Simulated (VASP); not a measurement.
# PbSe (Fm-3m) in VASP: further runs

Runs on PbSe. Level: LDA. Tasks: relaxation of cell and atoms.

All numbers are computed with VASP 6.6.1; they aren't measurements. Logs are shortened: lines on timing, memory, paths and dates and some standing lists are left out, and cuts for length are marked.

## 1. The cell of the first run

The structure is cubic, space group Fm-3m (No. 225). Conventional cell: a = 6.042 Å, b = 6.042 Å, c = 6.042 Å, α = 90.00°, β = 90.00°, γ = 90.00°. Within 4.0 Å of Pb (site symmetry m-3m) lie 6 Se at 3.02 Å. Within 4.0 Å of Se (site symmetry m-3m) lie 6 Pb at 3.02 Å.

## 2. Relaxation of cell and atoms, LDA, target pressure 1 GPa, at which the enthalpy is minimised

Input file INCAR:

```
  PREC = Accurate
  ENCUT = 600
  EDIFF = 1E-7
  ISMEAR = -1
  SIGMA = 0.05
  LREAL = F
  LASPH = T
  NELM = 100
  ALGO = Normal
  ISIF = 3
  LWAVE = F
  LCHARG = F
  IBRION = 2
  NSW = 100
  EDIFFG = -0.002
  PSTRESS = 10.0
```

Input file KPOINTS:

```
regular mesh
0
Gamma
  14 14 14
```

Input file POSCAR:

```
PbSe
1.0
    0.0000000000      3.0209121864      3.0209121864
    3.0209121864      0.0000000000      3.0209121864
    3.0209121864      3.0209121864      0.0000000000
Pb Se
1 1
Direct
    0.0000000000      0.0000000000      0.0000000000
    0.5000000000      0.5000000000      0.5000000000
```

Potentials or basis: VASP PAW LDA potentials, release 64 (Pb_d, Se).

Started as:

```bash
> cat potpaw_LDA.64/Pb_d/POTCAR potpaw_LDA.64/Se/POTCAR > POTCAR
> mpirun -np 1 vasp_std > vasp.out
```

OUTCAR:

```text
PREC = Accurate
   ENCUT = 600
   EDIFF = 1E-7
   ISMEAR = -1
   LREAL = F
   LASPH = T
   NELM = 100
   ISIF = 3
   IBRION = 2
   NSW = 100
   EDIFFG = -0.002
   PSTRESS = 10.0

 ion  position               nearest neighbor table
   1  0.000  0.000  0.000-   2 3.02   2 3.02   2 3.02   2 3.02   2 3.02   2 3.02
   2  0.500  0.500  0.500-   1 3.02   1 3.02   1 3.02   1 3.02   1 3.02   1 3.02

  LATTYP: Found a face centered cubic cell.
 ALAT       =     6.0418243728

  Lattice vectors:

 A1 = (   0.0000000000,   3.0209121864,   3.0209121864)
 A2 = (   3.0209121864,   0.0000000000,   3.0209121864)
 A3 = (   3.0209121864,   3.0209121864,   0.0000000000)

Analysis of symmetry for initial positions (statically):
=====================================================================
 Subroutine PRICEL returns:
 Original cell was already a primitive cell.

 Routine SETGRP: Setting up the symmetry group for a
 face centered cubic supercell.

 Subroutine GETGRP returns: Found 48 space group operations
 (whereof 48 operations were pure point group operations)
 out of a pool of 48 trial point group operations.

The static configuration has the point symmetry O_h .

Analysis of symmetry for dynamics (positions and initial velocities):
=====================================================================
 Subroutine PRICEL returns:
 Original cell was already a primitive cell.

 Routine SETGRP: Setting up the symmetry group for a
 face centered cubic supercell.

 Subroutine GETGRP returns: Found 48 space group operations
 (whereof 48 operations were pure point group operations)
 out of a pool of 48 trial point group operations.

The dynamic configuration has the point symmetry O_h .

 Subroutine INISYM returns: Found 48 space group operations
 (whereof 48 operations are pure point group operations),
 and found     1 'primitive' translations

----------------------------------------------------------------------------------------

                                     Primitive cell

  volume of cell :      55.1371

  direct lattice vectors                    reciprocal lattice vectors
     0.000000000  3.020912186  3.020912186    -0.165512921  0.165512921  0.165512921
     3.020912186  0.000000000  3.020912186     0.165512921 -0.165512921  0.165512921
     3.020912186  3.020912186  0.000000000     0.165512921  0.165512921 -0.165512921

  length of vectors
     4.272214985  4.272214985  4.272214985     0.286676788  0.286676788  0.286676788

  position of ions in fractional coordinates (direct lattice)
[... 100 lines left out ...]
  volume/ion in A,a.u.               =      27.57       186.04
  Fermi-wavevector in a.u.,A,eV,Ry     =   1.167535  2.206322 18.546631  1.363139
  Thomas-Fermi vector in A             =   2.304034
   LORBIT       =      0    0 simple, 1 ext, 2 COOP (PROOUT), +10 PAW based schemes
   GGA     = CA    functional components
   LHFCALC =     F    Hartree Fock is set to
   AEXX    =    0.0000 exact exchange contribution
   IVDW    =     0    specifies the selected vdW correction
   LEPSILON=     F    determine dielectric tensor
   LRPA    =     F    only Hartree local field effects (RPA)
 conjugate gradient relaxation of ions
 non-spin polarized calculation
  energy-cutoff  :      600.00
  volume of cell :       55.14
 maximum number of plane-waves:      1865
 NGX is ok and might be reduce to    36
   NGX = 17   NGY = 17   NGZ = 17

--------------------------------------- Ionic step        1  -------------------------------------------

 number of electron      19.9999998 magnetization

 Free energy of the ion-electron system (eV)
  ---------------------------------------------------
  ext. energy  EPLUGINS =         0.00000000
  ---------------------------------------------------
  free energy    TOTEN  =        -9.45689626 eV

  energy without entropy =       -9.45668153  energy(sigma->0) =       -9.45678889

------------------------ aborting loop because EDIFF is reached ----------------------------------------

  FORCE on cell =-STRESS in cart. coord.  units (eV):
  Direction    XX          YY          ZZ          XY          YZ          ZX
  --------------------------------------------------------------------------------------
  -------------------------------------------------------------------------------------
  Total        0.0535238      0.0535238      0.0535238      0.0000000     -0.0000000      0.0000000
  in kB        1.5552953      1.5552953      1.5552953      0.0000000     -0.0000000      0.0000000
  external PRESSURE =      -8.4447047 kB  Pullay stress =      10.0000000 kB
[... 63 lines left out ...]
--------------------------------------- Ionic step        3  -------------------------------------------

 number of electron      19.9999998 magnetization

 Free energy of the ion-electron system (eV)
  ---------------------------------------------------
  ext. energy  EPLUGINS =         0.00000000
  ---------------------------------------------------
  free energy    TOTEN  =        -9.45417456 eV

  energy without entropy =       -9.45395598  energy(sigma->0) =       -9.45406527

 E-fermi :   5.6357     XC(G=0): -10.0856

 val. band max:        5.6232367551   @ k =   0.5000   0.0000   0.0000
 cond. band min:       5.6483676378   @ k =   0.5000   0.0000   0.0000
 fundamental gap:      0.0251308827
 Fermi energy:         5.6357105204

 k-point     1 :       0.0000    0.0000    0.0000
  band No.  band energies     occupation
      1     -11.2893      2.00000
      2     -11.2893      2.00000
      3     -11.2843      2.00000
      4     -11.2843      2.00000
      5     -11.2843      2.00000
      6      -8.4856      2.00000
      7      -0.7004      2.00000
      8       3.4802      2.00000
      9       3.4802      2.00000
     10       3.4802      2.00000
     11      10.3117      0.00000
     12      10.3117      0.00000
     13      10.3117      0.00000
     14      11.9555      0.00000
[... 377 lines left out ...]
      1     -11.3300      2.00000
      2     -11.2905      2.00000
      3     -11.2886      2.00000
      4     -11.2638      2.00000
      5     -11.2573      2.00000
      6      -7.8825      2.00000
      7      -2.1155      2.00000
      8       3.0234      2.00000
      9       3.1021      2.00000
     10       4.5394      2.00000
     11       7.1804      0.00000
     12       9.2433      0.00000
     13       9.5046      0.00000
     14      10.9602      0.00000

 [... further k-points ...]

------------------------ aborting loop because EDIFF is reached ----------------------------------------

  FORCE on cell =-STRESS in cart. coord.  units (eV):
  Direction    XX          YY          ZZ          XY          YZ          ZX
  --------------------------------------------------------------------------------------
  -------------------------------------------------------------------------------------
  Total        0.3366075      0.3366075      0.3366075      0.0000000      0.0000000      0.0000000
  in kB        9.9181248      9.9181248      9.9181248      0.0000000      0.0000000      0.0000000
  external PRESSURE =      -0.0818752 kB  Pullay stress =      10.0000000 kB
[... 21 lines left out ...]
  energy  without entropy=       -9.4539559782  energy(sigma->0) =       -9.45406527

  enthalpy is  TOTEN    =        -9.1147883530 eV   P V=        0.3393862087

 reached required accuracy - stopping structural energy minimisation
```

Wall time 70 s (1 thread of Intel Xeon 6975P-C (Granite Rapids), shared host); peak memory 0.25 GiB.

What came out:

```
Free energy                                            : -9.4542 eV
Relaxed volume                                         : 27.19 Å³/atom
Relaxed cell                                           : a = 4.252 Å, b = 4.252 Å, c = 4.252 Å, α = 60.00°, β = 60.00°, γ = 60.00°
Space group after relaxing (to 0.05 Å)                 : Fm-3m (No. 225)
Energy change on relaxing (the enthalpy is what falls) : +1.4 meV/atom
Ionic steps                                            : 3
Pressure after relaxing                                : 1.0 GPa
Band gap on the k mesh                                 : 0.03 eV, direct
```

The path:
```tsv
step	energy change (eV)	largest force (eV/Å)	pressure (GPa)	volume (Å³)
1	0.0000	0.0000	0.16	55.14
2	0.0057	0.0000	1.46	53.99
3	0.0027	0.0000	0.99	54.38
```

Final structure:
```xyz
2
Lattice="0.0000 3.0069 3.0069 3.0069 0.0000 3.0069 3.0069 3.0069 0.0000" Properties=species:S:1:pos:R:3 pbc="T T T"
Pb    0.0000    0.0000    0.0000
Se    3.0069    3.0069    3.0069
```

Caveat: the cell is relaxed towards a set pressure, so the enthalpy falls and the energy may rise; spin-orbit coupling is left out, which moves the levels of the heavy elements. Zero-point motion and thermal expansion aren't in these numbers.

## 3. Relaxation of cell and atoms, LDA, target pressure 2 GPa, at which the enthalpy is minimised

Input file INCAR:

```
SYSTEM = PbSe
  ALGO = Normal
  EDIFF = 1E-7
  EDIFFG = -0.002
  ENCUT = 600
  GGA = CA
  IBRION = 2
  ISIF = 3
  ISMEAR = -1
  LASPH = .TRUE.
  LCHARG = .FALSE.
  LREAL = .FALSE.
  LWAVE = .FALSE.
  NELM = 100
  NSW = 100
  PREC = Accurate
  PSTRESS = 20.0
  SIGMA = 0.05
```

Input file KPOINTS:

```
k-points
0
G
  14 14 14
  0 0 0
```

POSCAR is that of step 2.

Potentials or basis: VASP PAW LDA potentials, release 64 (Pb_d, Se).

Started as:

```bash
> cat potpaw_LDA.64/Pb_d/POTCAR potpaw_LDA.64/Se/POTCAR > POTCAR
> mpirun -np 1 vasp_std > vasp.out
```

Wall time 2.2 min (1 thread of Intel Xeon 6975P-C (Granite Rapids), shared host); peak memory 0.25 GiB.

It converged, with:

```yaml
Free_energy: -9.4464 eV
Relaxed_volume: 26.77 Å³/atom
Relaxed_cell: a = 4.231 Å, b = 4.231 Å, c = 4.231 Å, α = 60.00°, β = 60.00°, γ = 60.00°
Space_group_after_relaxing_to_0.05_Å: Fm-3m (No. 225)
Energy_change_on_relaxing_the_enthalpy_is_what_falls: +5.2 meV/atom
Ionic_steps: 8
Pressure_after_relaxing: 2.0 GPa
Band_gap_on_the_k_mesh: 0.08 eV, direct
```

Step by step:
```tsv
step	energy change (eV)	largest force (eV/Å)	pressure (GPa)	volume (Å³)
1	0.0000	0.0000	0.16	55.14
2	0.0249	0.0000	3.18	52.64
3	0.0105	0.0000	1.99	53.54
4	0.0109	0.0000	2.02	53.51
5	0.0106	0.0000	2.02	53.53
6	0.0097	0.0000	1.92	53.61
7	0.0104	0.0000	1.99	53.55
8	0.0105	0.0000	1.99	53.54
```

Final structure:
```
CELL_PARAMETERS angstrom
0.00000 2.99153 2.99153
2.99153 0.00000 2.99153
2.99153 2.99153 0.00000
ATOMIC_POSITIONS crystal
Pb 0.00000 0.00000 0.00000
Se 0.50000 0.50000 0.50000
```

Levels at points of the mesh, in eV from the valence-band top:
| k point | band 7 | band 8 | band 9 | band 10 | band 11 | band 12 | band 13 | band 14 |
| --- | --- | --- | --- | --- | --- | --- | --- | --- |
| (0.00, 0.00, 0.00) | -6.26 | -2.18 | -2.18 | -2.18 | 4.76 | 4.76 | 4.76 | 6.34 |
| (0.50, 0.00, 0.00) | -9.27 | -1.70 | -1.70 | 0.00 | 0.08 | 1.46 | 1.46 | 8.51 |
| (0.50, 0.50, 0.00) | -7.57 | -5.60 | -3.68 | -3.68 | 3.33 | 5.79 | 5.79 | 6.25 |

Caveat: the cell is relaxed towards a set pressure, so the enthalpy falls and the energy may rise; spin-orbit coupling is left out, which moves the levels of the heavy elements. A k mesh can miss the band edges.
